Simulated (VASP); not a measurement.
# VAsF: single point with PBE

Crystal: VAsF.

```
As F V
1.0
     3.32844    0.00000    0.00000
     0.00000    3.32844    0.00000
     0.00000    0.00000    7.53180
As F V
2 2 2
Direct
  0.25000 0.25000 0.61170
  0.75000 0.75000 0.38830
  0.75000 0.25000 0.00000
  0.25000 0.75000 0.00000
  0.25000 0.25000 0.25580
  0.75000 0.75000 0.74420
```

```
Program             : VASP 6.6.1
Task                : single point
Functional          : PBE
Potentials or basis : VASP PAW PBE potentials, release 64 (As, F, V_sv)
Cutoff              : 520 eV
k mesh              : 5 × 5 × 3
Occupations         : tetrahedron
Spin                : no spin polarisation
```

```yaml
Pressure: -7.8 GPa
Largest_force: 3.070 eV/Å
Band_gap_on_the_k_mesh: zero (band 25 reaches 6.75 eV, above the bottom of band 26 at 6.16 eV)
```

Forces in eV/Å, atoms in the order of the input:
```
As   0.000  0.000 -0.248
As   0.000  0.000  0.248
F    0.000  0.000  0.000
F    0.000  0.000  0.000
V    0.000  0.000 -3.070
V    0.000  0.000  3.070
```

Stress tensor (GPa, compression positive):
```
  3.01   0.00   0.00
  0.00   3.01   0.00
  0.00   0.00 -29.34
```

Levels at points of the mesh, in eV from the Fermi level:
| k point | band 23 | band 24 | band 25 | band 26 | band 27 | band 28 |
| --- | --- | --- | --- | --- | --- | --- |
| (0.00, 0.00, 0.00) | -0.70 | -0.53 | -0.23 | -0.23 | 0.12 | 0.16 |

Run time: 53 s on 1 thread of Intel Xeon 6975P-C, on a shared host, peak memory 0.21 GiB.

Caveat: the k points lie up to 0.38 Å⁻¹ apart; the run has no spin polarisation, though such a crystal can be magnetic; forces of over 1 eV/Å act on the atoms, so gaps and moduli don't describe the material at rest; tetrahedron occupations give inexact forces and stress in metals. With open d or f shells a metallic result of PBE can be an artefact of self-interaction; +U or a hybrid may open a gap.
